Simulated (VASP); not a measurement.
Set up this calculation in VASP 6.6.1, as the native input.

| Quantity | Value |
| --- | --- |
| Task | single point |
| Functional | PBE |
| Potentials or basis | VASP PAW PBE potentials, release 64 (Be, Pt) |
| Cutoff | 520 eV |
| k mesh | 20 × 20 × 20 |
| Occupations | gaussian, width 0.1 eV |
| Spin | no spin polarisation |
| Dipole correction | no |
| Further INCAR settings | ALGO = Normal; EDIFF = 1e-06; NBANDS = 13 |

The structure of BePt lies in POSCAR:

```
BePt
1.0
    0.0000000000      2.2847873205      2.2847873205
    2.2847873205      0.0000000000      2.2847873205
    2.2847873205      2.2847873205      0.0000000000
Be Pt
1 1
Direct
    0.0000000000      0.0000000000      0.0000000000
    0.5000000000      0.5000000000      0.5000000000
```

One way to write it, as run:

INCAR

```
ALGO     = Normal         # electronic algorithm
EDIFF    = 1E-6           # SCF threshold, eV
ENCUT    = 520            # plane-wave cutoff, eV
GGA      = PE             # functional
ISIF     = 2              # what is computed and relaxed
ISMEAR   = 0              # smearing method
LASPH    = True           # aspherical terms in the spheres
LCHARG   = False          # write CHGCAR
LREAL    = False          # projectors in reciprocal space
LWAVE    = False          # write WAVECAR
NBANDS   = 13             # bands
NELM     = 80             # most SCF steps
PREC     = Accurate       # precision mode
SIGMA    = 0.1            # smearing width, eV
```

KPOINTS

```
k-points
0
Gamma
  20 20 20
```

Potentials or basis: VASP PAW PBE potentials, release 64 (Be, Pt).

Run with:

```bash
$ cat potpaw_PBE.64/Be/POTCAR potpaw_PBE.64/Pt/POTCAR > POTCAR
$ mpirun -np 1 vasp_std > vasp.out
```

It gave:

```yaml
Pressure: 11.3 GPa
Band_gap_on_the_k_mesh: zero (bands 6 and 7 overlap by 0.85 eV)
```

Caveat: the cell stands under pressure; spin-orbit coupling is left out, which moves the levels of the heavy elements.

Wall time 21 s on 1 thread of Intel(R) Xeon(R) 6975P-C (Granite Rapids), on a shared host, peak memory 0.21 GiB.
